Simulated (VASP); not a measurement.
A run of VASP 6.6.1:

File INCAR:

```
SYSTEM = Au
PREC = Accurate ; ENCUT = 600
EDIFF = 1E-7 ; ISMEAR = -1
SIGMA = 0.05 ; LREAL = .False.
LASPH = .True. ; NELM = 80
ALGO = Normal ; ISIF = 3
LWAVE = .False. ; LCHARG = .False.
GGA = PS ; IBRION = 2
NSW = 80 ; EDIFFG = -0.01
PSTRESS = 200.0
```

The input KPOINTS:

```
regular mesh
0
Gamma
  11 11 6
  0 0 0
```

Contents of POSCAR:

```
Au
1.0
    1.4113099650     -2.5559330250      0.0000000000
    1.4113099650      2.5559330250      0.0000000000
    0.0000000000      0.0000000000      4.8931696100
Au
2
Direct
    0.3346720300      0.6653279700      0.2500000000
    0.6653279700      0.3346720300      0.7500000000
```

Potentials or basis: VASP PAW PBE potentials, release 64 (Au).

Run with:

```sh
$ cat potpaw_PBE.64/Au/POTCAR > POTCAR
$ mpirun -np 1 vasp_std > vasp.out
```

Hardware: 1 thread of Intel(R) Xeon(R) 6975P-C (Granite Rapids), with other jobs on the host.

Task: How long does it take, and how much memory?

Result: Wall time 4.1 min on 1 thread of Intel(R) Xeon(R) 6975P-C (Granite Rapids) (shared host), peak memory 0.25 GiB. Counts: scf iterations 123, k points 144, ion steps 19.
